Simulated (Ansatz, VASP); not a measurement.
**Al: VASP beside Ansatz**

```
CELL_PARAMETERS angstrom
-1.56735 1.56735 1.56735
1.56735 -1.56735 1.56735
1.56735 1.56735 -1.56735
ATOMIC_POSITIONS crystal
Al 0.00000 0.00000 0.00000
```

Change from the starting cell: strain -0.015 along x and y, -0.015 along z, atoms carried along.

Alike in both runs: task single point; functional r2SCAN; k mesh 20 × 20 × 20; occupations gaussian, width 0.15 eV; no spin polarisation.

|  | VASP | Ansatz |
| --- | --- | --- |
| version | VASP 6.6.1 | Ansatz 0.2.0 |
| potentials or method | VASP PAW PBE potentials, release 64 (Al), cutoff 520 eV | scalar-relativistic, plane waves, PAW |
| valence electrons in the cell | 3 | 3 |

```csv
,VASP,Ansatz,Ansatz less VASP
gap on the k mesh at the Fermi level (eV),none,none,-
pressure (GPa),4.3,4.7,+0.36
```

VASP's potentials were made for PBE, not for r2SCAN. A gap of «none» marks a metal or a gap that the smearing closes.
